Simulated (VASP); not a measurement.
Here is a VASP 6.6.1 calculation.

File INCAR:

```
ALGO = Fast
EDIFF = 1E-6
ENCUT = 520
GGA = PS
ISIF = 2
ISMEAR = -1
LASPH = T
LCHARG = T
LELF = T
LREAL = F
LVHAR = T
LWAVE = F
NBANDS = 18
NELM = 60
PREC = Accurate
SIGMA = 0.05
```

Contents of KPOINTS:

```
k-points
0
Gamma
  9 9 9
```

File POSCAR:

```
Al3Au
1.0
   -2.0670968372      2.0670968372      3.8943360000
    2.0670968372     -2.0670968372      3.8943360000
    2.0670968372      2.0670968372     -3.8943360000
Au Al
1 3
Direct
    0.0000000000      0.0000000000      0.0000000000
    0.5000000000      0.5000000000      0.0000000000
    0.2500000000      0.7500000000      0.5000000000
    0.7500000000      0.2500000000      0.5000000000
```

Potentials or basis: VASP PAW PBE potentials, release 64 (Au, Al).

Run with:

```console
$ cat potpaw_PBE.64/Au/POTCAR potpaw_PBE.64/Al/POTCAR > POTCAR
$ mpirun -np 1 vasp_std > vasp.out
```

(1) Predict the pressure.

(2) What does it give for the band gap on the k mesh?

## Answers

(1) -2.5 GPa.

(2) zero (band 10 reaches 10.23 eV, above the bottom of band 11 at 7.27 eV).

Caveat: the PAW data sets were made with another functional, which shifts forces and pressure a little; spin-orbit coupling is left out, which moves the levels of the heavy elements.
